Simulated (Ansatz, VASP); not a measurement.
# YSe in VASP and in Ansatz

Contents of INCAR:

```
PREC = Accurate ; ENCUT = 600
EDIFF = 1E-6 ; ISMEAR = -1
SIGMA = 0.1 ; LREAL = False
LASPH = True ; NELM = 100
ALGO = Normal ; ISIF = 3
LWAVE = False ; LCHARG = False
IBRION = 2 ; NSW = 100
EDIFFG = -0.002
```

Contents of KPOINTS:

```
regular mesh
0
Gamma
  14 14 14
```

POSCAR

```
YSe
1.0
    0.0000000000      2.8515000000      2.8515000000
    2.8515000000      0.0000000000      2.8515000000
    2.8515000000      2.8515000000      0.0000000000
Y Se
1 1
Direct
    0.5000000000      0.5000000000      0.5000000000
    0.0000000000      0.0000000000      0.0000000000
```

Input for Ansatz:

```yaml
crystal:
  lattice:
    - [0.0, 2.8515, 2.8515]
    - [2.8515, 0.0, 2.8515]
    - [2.8515, 2.8515, 0.0]
  atoms:
    - { symbol: "Y", position: [0.5, 0.5, 0.5] }
    - { symbol: Se, position: [0.0, 0.0, 0.0] }
kpoints:
  mp_grid: { grid: [14, 14, 14] }
scf:
  occupations: { method: fermi_dirac, width: 0.1 }
hamiltonian:
  xc: lda
  pseudopotentials: { kind: paw }
relax:
  f_tol: 0.002
  max_steps: 80
  cell: {}
output:
  forces: true
  stress: true
```

Alike in both runs: task relaxation of cell and atoms; functional LDA; k mesh 14 × 14 × 14; occupations fermi-dirac, width 0.1 eV; no spin polarisation.

|  | VASP | Ansatz |
| --- | --- | --- |
| version | VASP 6.6.1 | Ansatz 0.2.0 |
| potentials or method | VASP PAW LDA potentials, release 64 (Y_sv, Se) | PAW with Ansatz's default frozen-core files, scalar-relativistic |
| plane-wave cutoff (eV) | 600 | 420 |
| valence electrons in the cell | 17 | 27 |

```csv
,VASP,Ansatz,Ansatz less VASP
relaxed volume (Å³/atom),22.51,22.46,-0.048
relaxed cell length with the largest relative difference (Å),3.993,3.990,-0.0028
```

LDA's correlation is that of Perdew and Zunger in VASP and of Perdew and Wang (1992) in Ansatz. VASP's potentials hold 17 valence electrons a cell and Ansatz's 27, so a difference there can come from the potentials and not from the codes.
